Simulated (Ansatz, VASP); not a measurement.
## Lu: VASP beside Ansatz

```xyz
2
Lattice="3.3002 0.0000 0.0000 -1.6501 2.8581 0.0000 0.0000 0.0000 5.1382" Properties=species:S:1:pos:R:3 pbc="T T T"
Lu    0.0000    1.9054    1.2845
Lu    1.6501    0.9527    3.8536
```

Alike in both runs: task single point; functional PBEsol; k mesh 17 × 17 × 10; occupations fermi-dirac, width 0.1 eV; no spin polarisation.

|  | VASP | Ansatz |
| --- | --- | --- |
| version | VASP 6.6.1 | Ansatz 0.2.0 |
| potentials or method | VASP PAW PBE potentials, release 64 (Lu), cutoff 520 eV | plane waves (420 eV) with PAW, scalar-relativistic |
| valence electrons in the cell | 50 | 50 |

|  | VASP | Ansatz | Ansatz less VASP |
| --- | --- | --- | --- |
| pressure (GPa) | 8.0 | 7.8 | -0.18 |
| traceless stress, the component that is largest in VASP (GPa) | 0.18 | 0.16 | -0.024 |

VASP's potentials were made for PBE, not for PBEsol, and Ansatz warns of the same on its side. The functional is the same, so the differences come from potentials, cutoffs and numerics.

Spin-orbit coupling is off throughout.
